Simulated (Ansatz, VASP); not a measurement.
**KCl in VASP and in Ansatz**

INCAR

```
ALGO = Normal
EDIFF = 1E-8
ENCUT = 520
GGA = PE
ISIF = 2
ISMEAR = -1
LASPH = T
LCHARG = F
LEFG = T
LREAL = F
LWAVE = F
NBANDS = 15
NELM = 60
PREC = Accurate
SIGMA = 0.02
```

The input KPOINTS:

```
k-points
0
Gamma
  7 7 7
```

Contents of POSCAR:

```
KCl
1.0
    3.6096100034      0.0000000000      0.0000000000
    0.0000000000      3.6096100034      0.0000000000
    0.0000000000      0.0000000000      3.6096100034
K Cl
1 1
Direct
    0.0000000000      0.0000000000      0.0000000000
    0.5000000000      0.5000000000      0.5000000000
```

Input for Ansatz:

```yaml
crystal:
  lattice:
    - [3.6096100034, 0.0, 0.0]
    - [0.0, 3.6096100034, 0.0]
    - [0.0, 0.0, 3.6096100034]
  atoms:
    - { symbol: K, position: [0.0, 0.0, 0.0] }
    - { symbol: Cl, position: [0.5, 0.5, 0.5] }
kpoints:
  mp_grid: { grid: [7, 7, 7] }
scf:
  occupations: { method: fermi_dirac, width: 0.02 }
hamiltonian:
  xc: pbe
  pseudopotentials: { kind: all_electron, datasets: crystal }
output:
  forces: true
  stress: true
  eigenvalues: true
  efg: { contact_densities: true }
```

Change from the starting cell: volume scaled by 0.98, crystal datasets.

Alike in both runs: task electric field gradients; functional PBE; k mesh 7 × 7 × 7; occupations fermi-dirac, width 0.02 eV; no spin polarisation.

|  | VASP | Ansatz |
| --- | --- | --- |
| version | VASP 6.6.1 | Ansatz 0.2.0 |
| potentials or method | VASP PAW PBE potentials, release 64 (K_sv, Cl), cutoff 520 eV | all-electron PAW with datasets made for the crystal, scalar-relativistic |

|  | VASP | Ansatz | Ansatz less VASP |
| --- | --- | --- | --- |
| gap on the k mesh at the Fermi level (eV) | 5.72 | 5.73 | +0.002 |
| pressure (GPa) | 5.3 | 5.3 | -0.08 |

Ansatz ran all-electron here, and VASP with PAW potentials.
